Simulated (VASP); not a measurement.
A run of VASP 6.6.1 is set up as follows.

Contents of INCAR:

```
  ALGO = Normal
  EDIFF = 1E-6
  ENCUT = 520
  GGA = PE
  ISIF = 2
  ISMEAR = 0
  IVDW = 12
  LASPH = T
  LCHARG = F
  LREAL = F
  LWAVE = F
  NBANDS = 35
  NELM = 100
  PREC = Accurate
  SIGMA = 0.05
```

File KPOINTS:

```
k-points
0
Gamma
  12 12 4
```

Contents of POSCAR:

```
SnO2
1.0
    3.2115702651      0.0000000000      0.0000000000
   -1.6057851326      2.7813014357      0.0000000000
    0.0000000000      0.0000000000     10.3427560363
Sn O
2 4
Direct
    0.0000000000      0.0000000000      0.5000000000
    0.0000000000      0.0000000000      0.0000000000
    0.6666666667      0.3333333333      0.4018666787
    0.6666666667      0.3333333333      0.0981333213
    0.3333333333      0.6666666667      0.5981333213
    0.3333333333      0.6666666667      0.9018666787
```

Potentials or basis: VASP PAW PBE potentials, release 64 (Sn_d, O).

Command:

```console
$ cat potpaw_PBE.64/Sn_d/POTCAR potpaw_PBE.64/O/POTCAR > POTCAR
$ mpirun -np 1 vasp_std > vasp.out
```

Task: Estimate the dispersion energy per atom.

Result: -0.164 eV.

Task: Estimate the largest force.

Result: 0.051 eV/Å.

Task: Predict the pressure.

Result: 0.5 GPa.

Task: Predict the band gap on the k mesh.

Result: 2.06 eV (least direct gap 2.43 eV).

Stress tensor (GPa, compression positive):
```
0.68 0.00 0.00
0.00 0.68 0.00
0.00 0.00 0.17
```

Caveat: spin-orbit coupling is left out, which moves the levels of the heavy elements. A k mesh can miss the band edges.
